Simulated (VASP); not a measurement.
A run of VASP 6.6.1:

File INCAR:

```
SYSTEM = Ir
  ALGO = Normal
  EDIFF = 1E-6
  ENCUT = 560
  GGA = CA
  GGA_COMPAT = .FALSE.
  ISIF = 2
  ISMEAR = 0
  LASPH = .TRUE.
  LCHARG = .FALSE.
  LREAL = .FALSE.
  LWAVE = .FALSE.
  NBANDS = 14
  NELM = 120
  PREC = Accurate
  SIGMA = 0.15
```

File KPOINTS:

```
k-points
0
G
  22 22 22
  0 0 0
```

File POSCAR:

```
Ir
1.0
    0.0000000000      2.0410936996      1.7490131912
    2.0410936996      0.0000000000      1.7490131912
    2.0410936996      2.0410936996      0.0000000000
Ir
1
Direct
    0.0000000000      0.0000000000      0.0000000000
```

Potentials or basis: VASP PAW LDA potentials, release 64 (Ir_sv_GW).

Launch:

```sh
$ cat potpaw_LDA.64/Ir_sv_GW/POTCAR > POTCAR
$ mpirun -np 1 vasp_std > vasp.out
```

Hardware: 1 thread of AMD EPYC 9R45 96-Core Processor (Zen 5), on a shared host.

Question: How long does it take, and how much memory?

Answer: Run time: 97 s on 1 thread of AMD EPYC 9R45 96-Core Processor (Zen 5), with other jobs on the host, peak memory 0.27 GiB. Counts: scf iterations 12, k points 834.
